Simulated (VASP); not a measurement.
A run of VASP 6.6.1:

File INCAR:

```
ALGO     = Normal         # electronic algorithm
EDIFF    = 1E-7           # SCF threshold, eV
EDIFFG   = -0.01          # ionic threshold
ENCUT    = 600            # plane-wave cutoff, eV
GGA      = RE             # functional
IBRION   = 2              # ionic algorithm
ISIF     = 3              # what is computed and relaxed
ISMEAR   = -1             # smearing method
IVDW     = 12             # dispersion correction
LASPH    = T              # aspherical terms in the spheres
LCHARG   = F              # write CHGCAR
LREAL    = F              # projectors in reciprocal space
LWAVE    = F              # write WAVECAR
NELM     = 60             # most SCF steps
NSW      = 60             # ionic steps
PREC     = Accurate       # precision mode
SIGMA    = 0.05           # smearing width, eV
```

File KPOINTS:

```
k-points
0
Gamma
  12 12 12
```

File POSCAR:

```
Si2W
1.0
   -1.6069000000      1.6069000000      3.9149500000
    1.6069000000     -1.6069000000      3.9149500000
    1.6069000000      1.6069000000     -3.9149500000
W Si
1 2
Direct
    0.0000000000      0.0000000000      0.0000000000
    0.6653000000      0.6653000000      0.0000000000
    0.3347000000      0.3347000000      0.0000000000
```

Potentials or basis: VASP PAW PBE potentials, release 64 (W_sv, Si).

The run is started by

```console
$ cat potpaw_PBE.64/W_sv/POTCAR potpaw_PBE.64/Si/POTCAR > POTCAR
$ mpirun -np 1 vasp_std > vasp.out
```

Hardware: 1 thread of Intel Xeon 6975P-C (shared host).

Q: Estimate the wall time of this run.

A: Run time: 11 min on 1 thread of Intel Xeon 6975P-C (shared host), peak memory 0.31 GiB. Counts: scf iterations 61, k points 163, ion steps 7.
